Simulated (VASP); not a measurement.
A run of VASP 6.6.1 is set up as follows.

The input INCAR:

```
PREC     = Accurate       # precision mode
ENCUT    = 520            # plane-wave cutoff, eV
EDIFF    = 1E-7           # SCF threshold, eV
ISMEAR   = 0              # smearing method
SIGMA    = 0.1            # smearing width, eV
LREAL    = False          # projectors in reciprocal space
LASPH    = True           # aspherical terms in the spheres
NELM     = 60             # most SCF steps
ALGO     = Normal         # electronic algorithm
ISIF     = 2              # what is computed and relaxed
LWAVE    = False          # write WAVECAR
LCHARG   = True           # write CHGCAR
GGA      = PE             # functional
LELF     = True           # ELF
LVHAR    = True         
NBANDS   = 36             # bands
```

Contents of KPOINTS:

```
Automatic mesh
0
Gamma
  6 6 8
```

Contents of POSCAR:

```
Cd3TeSe2
1.0
    7.3050604621     -0.0000000034      0.0000000000
   -3.6525302281      6.3263679380      0.0000000000
    0.0000000000      0.0000000000      3.6739343425
Cd Te Se
3 1 2
Direct
    0.5000000000      0.0000000000      0.5000000000
    0.5000000000      0.5000000000      0.5000000000
    0.0000000000      0.5000000000      0.5000000000
    0.0000000000      0.0000000000      0.0000000000
    0.3333333333      0.6666666667      0.0000000000
    0.6666666667      0.3333333333      0.0000000000
```

Potentials or basis: VASP PAW PBE potentials, release 64 (Cd, Te, Se).

Launch:

```bash
$ cat potpaw_PBE.64/Cd/POTCAR potpaw_PBE.64/Te/POTCAR potpaw_PBE.64/Se/POTCAR > POTCAR
$ mpirun -np 1 vasp_std > vasp.out
```

**Question.** Predict the pressure.

**Answer.** 0.2 GPa.

**Question.** What does it give for the band gap on the k mesh?

**Answer.** Zero (band 27 reaches 3.24 eV, above the bottom of band 28 at 2.20 eV).

Stress tensor (GPa, compression positive):
```
0.22 0.00 0.00
0.00 0.22 0.00
0.00 0.00 0.31
```

Caveat: spin-orbit coupling is left out, which moves the levels of the heavy elements.
